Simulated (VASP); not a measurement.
Crystal: KMgF3.

```xyz
5
Lattice="3.9859 0.0000 0.0000 0.0000 3.9859 0.0000 0.0000 0.0000 3.9859" Properties=species:S:1:pos:R:3 pbc="T T T"
K     1.9929    1.9929    1.9929
Mg    0.0000    0.0000    0.0000
F     0.0000    0.0000    1.9929
F     0.0000    1.9929    0.0000
F     1.9929    0.0000    0.0000
```

Base run:

```yaml
Program: VASP 6.6.1
Functional: PBEsol
Potentials_or_basis: VASP PAW PBE potentials, release 64 (K_sv, Mg, F)
Cutoff: 520 eV
k_mesh: 7 × 7 × 7
Occupations: fermi-dirac, width 0.05 eV
Spin: no spin polarisation
```

Its results: band gap on the k mesh 7.16 eV (least direct gap 7.45 eV); pressure -0.1 GPa.

Task: The run is repeated on the same cell with these changes: functional from PBEsol to r2SCAN. What comes out?

Result: Band gap on the k mesh 8.28 eV (least direct gap 8.57 eV); pressure -0.9 GPa.

Caveats: the PAW data sets were made with another functional, which shifts forces and pressure a little; an odd mesh through Γ misses points on the zone boundary, where band edges can lie.
